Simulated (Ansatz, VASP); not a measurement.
# Si4N: VASP beside Ansatz

INCAR

```
SYSTEM = Si4N
ALGO = Normal ; DIPOL = 0.5 0.5 0.327
EDIFF = 1E-6 ; ENCUT = 520
GGA = PE ; IDIPOL = 3
ISIF = 2 ; ISMEAR = 0
ISPIN = 2 ; IVDW = 12
LASPH = .TRUE. ; LCHARG = .FALSE.
LDIPOL = .TRUE. ; LORBIT = 11
LREAL = .FALSE. ; LWAVE = .FALSE.
MAGMOM = 0 0 0 0 3 ; NBANDS = 22
NELM = 150 ; PREC = Accurate
SIGMA = 0.05
```

Contents of KPOINTS:

```
k-points
0
G
  7 7 1
  0 0 0
```

The input POSCAR:

```
Si4N
1.0
    3.8333442755      0.0000000000      0.0000000000
    0.0000000000      3.8333442755      0.0000000000
    0.0000000000      0.0000000000     21.1034818114
Si N
4 1
Direct
    0.0000000000      0.5000000000      0.1895421825
    0.0000000000      0.0000000000      0.2537634269
    0.5000000000      0.0000000000      0.3207061922
    0.5000000000      0.5000000000      0.3839879070
    0.6250000000      0.6250000000      0.4882361074
```

Input for Ansatz:

```yaml
crystal:
  lattice:
    - [3.8333442755, 0.0, 0.0]
    - [0.0, 3.8333442755, 0.0]
    - [0.0, 0.0, 21.1034818114]
  atoms:
    - { symbol: Si, position: [0.0, 0.5, 0.1895421825] }
    - { symbol: Si, position: [0.0, 0.0, 0.2537634269] }
    - { symbol: Si, position: [0.5, 0.0, 0.3207061922] }
    - { symbol: Si, position: [0.5, 0.5, 0.383987907] }
    - { symbol: "N", position: [0.625, 0.625, 0.4882361074], spin: 3.0 }
basis:
  ecutwfc: 420
kpoints:
  mp_grid: { grid: [7, 7, 1] }
hamiltonian:
  xc: pbe
  pseudopotentials: { kind: paw, azcp: { folder: soft_1 } }
  dispersion: d3bj
scf:
  occupations: { method: gaussian, width: 0.05 }
output:
  forces: true
  eigenvalues: true
  populations: true
magnetization:
  spin_polarized: true
efield:
  axis: 3
  dipole_correction: true
  ramp_width: 0.04
```

Alike in both runs: task single point; functional PBE; dispersion D3(BJ); k mesh 7 × 7 × 1; occupations gaussian, width 0.05 eV; collinear spin.

|  | VASP | Ansatz |
| --- | --- | --- |
| version | VASP 6.6.1 | Ansatz 0.2.0 |
| potentials or method | VASP PAW PBE potentials, release 64 (Si, N), cutoff 520 eV | scalar-relativistic, plane waves, PAW |
| valence electrons in the cell | 21 | 21 |

Ansatz gave:

* gap on the k mesh at the Fermi level (eV): none
* rms of the force components (eV/Å): 0.988
* net moment per atom (μB): 0.36
* size of the moment on the site where the two differ most (μB): 1.63

**Question.** Estimate VASP's values.

**Answer.** gap on the k mesh at the Fermi level (eV): none; rms of the force components (eV/Å): 0.985; net moment per atom (μB): 0.36; size of the moment on the site where the two differ most (μB): 1.32.

Site moments also hang on the region over which each program counts them. Atom by atom the forces differ by 0.004 eV/Å (rms over components). A gap of «none» marks a metal or a gap that the smearing closes.
